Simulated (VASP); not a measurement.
The system is La.

```
La
1.0
     4.06778    0.00000    0.00000
     0.00000    4.06778    0.00000
     0.00000    0.00000    4.06021
La
1
Cartesian
  0.0000 0.0000 2.0301
```

| Property | Result |
| --- | --- |
| Program | VASP 6.6.1 |
| Task | relaxation of cell and atoms |
| Functional | PBE |
| Potentials or basis | VASP PAW PBE potentials, release 64 (La) |
| Cutoff | 600 eV |
| k mesh | 4 × 4 × 4 |
| Occupations | gaussian, width 0.1 eV |
| Spin | no spin polarisation |

At the start: pressure -5.4 GPa; volume 67.18 Å³/atom.

Question: Where does the relaxation end?

Answer: Over 4 steps the energy falls by 751.9 meV/atom and the volume is 37.58 Å³/atom (-44.1 %); space group Pm-3m (No. 221, to 0.05 Å).

The path:
| step | energy change (eV) | largest force (eV/Å) | pressure (GPa) | volume (Å³) |
| --- | --- | --- | --- | --- |
| 1 | 0.0000 | 0.0000 | -5.42 | 67.18 |
| 2 | -0.6202 | 0.0000 | -3.84 | 47.41 |
| 3 | -0.7403 | 0.0000 | -1.34 | 40.35 |
| 4 | -0.7519 | 0.0000 | -0.08 | 37.58 |

Final structure:
```yaml
crystal:
  lattice:
    - [3.35244, 0.00000, 0.00000]
    - [0.00000, 3.35244, 0.00000]
    - [0.00000, 0.00000, 3.34340]
  atoms:
    - { symbol: La, position: [0.00000, 0.00000, 0.50000] }
```

Caveat: the k points lie up to 0.47 Å⁻¹ apart in the final cell; the volume moved by over 15 % at a fixed basis, so the end points are rough.
